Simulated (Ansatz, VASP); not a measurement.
Two plane-wave programs on C

```
CELL_PARAMETERS angstrom
2.46488 0.00000 0.00000
-1.23244 2.13465 0.00000
0.00000 0.00000 20.60609
ATOMIC_POSITIONS crystal
C 0.64131 0.30798 0.95199
C 0.66667 0.33333 0.45201
C 0.66667 0.33333 0.77932
C 0.66667 0.33333 0.27934
C 0.00000 0.00000 0.61567
C 0.33333 0.66667 0.27932
C 0.00000 0.00000 0.11567
C 0.66667 0.33333 0.61567
C 0.33333 0.66667 0.77934
C 0.33333 0.66667 0.11567
C 0.33333 0.66667 0.45199
C 0.33333 0.66667 0.95201
```

Alike in both runs: task single point; functional PBE; dispersion D3(BJ); k mesh 18 × 18 × 2; occupations gaussian, width 0.15 eV; no spin polarisation.

|  | VASP | Ansatz |
| --- | --- | --- |
| version | VASP 6.6.1 | Ansatz 0.2.0 |
| potentials or method | VASP PAW PBE potentials, release 64 (C) | scalar-relativistic, plane waves, norm-conserving potentials |
| plane-wave cutoff (eV) | 520 | 1116 |
| valence electrons in the cell | 48 | 48 |

Ansatz gave:

* gap on the k mesh at the Fermi level (eV): none
* pressure (GPa): 0.2
* traceless stress, the component that is largest in VASP (GPa): 1.11
* rms of the force components (eV/Å): 0.796

Question: What did VASP give for the same quantities?

Answer: gap on the k mesh at the Fermi level (eV): none; pressure (GPa): 0.7; traceless stress, the component that is largest in VASP (GPa): 1.41; rms of the force components (eV/Å): 0.797.

Atom by atom the forces differ by 0.002 eV/Å (rms over components). A gap of «none» marks a metal or a gap that the smearing closes. Ansatz's warnings: published levels not confirmed.
